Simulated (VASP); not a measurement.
Here is a VASP 6.6.1 calculation.

The input INCAR:

```
SYSTEM = AlN
  PREC = Accurate
  ENCUT = 600
  EDIFF = 1E-8
  ISMEAR = 0
  SIGMA = 0.01
  LREAL = .False.
  LASPH = .True.
  NELM = 80
  ALGO = Normal
  ISIF = 3
  LWAVE = .False.
  LCHARG = .False.
  GGA = PS
  IBRION = 6
  NFREE = 2
  POTIM = 0.015
  NSW = 1
```

The input KPOINTS:

```
regular mesh
0
Gamma
  12 12 6
  0 0 0
```

File POSCAR:

```
AlN
1.0
    3.0664859649      0.0000000000      0.0000000000
   -1.5332429824      2.6556547460      0.0000000000
    0.0000000000      0.0000000000      4.8882008670
Al N
2 2
Direct
    0.3333333333      0.6666666667      0.0009207684
    0.6666666667      0.3333333333      0.5009207684
    0.3333333333      0.6666666667      0.3840792316
    0.6666666667      0.3333333333      0.8840792316
```

Potentials or basis: VASP PAW PBE potentials, release 64 (Al, N).

Command:

```sh
$ cat potpaw_PBE.64/Al/POTCAR potpaw_PBE.64/N/POTCAR > POTCAR
$ mpirun -np 1 vasp_std > vasp.out
```

Problem. Estimate the Voigt bulk modulus.

Solution. 233 GPa.

Problem. Estimate the highest phonon frequency at Γ, LO-TO splitting left out.

Solution. 757 cm⁻¹.

Phonon frequencies in cm⁻¹ (negative: imaginary):
| q point | frequencies |
| --- | --- |
| (0.000, 0.000, 0.000) | 0 0 0 235 235 566 651 711 711 716 716 757 |

Caveat: the cell is under stress, which shifts elastic constants; the PAW data sets were made with another functional, which shifts forces and pressure a little.
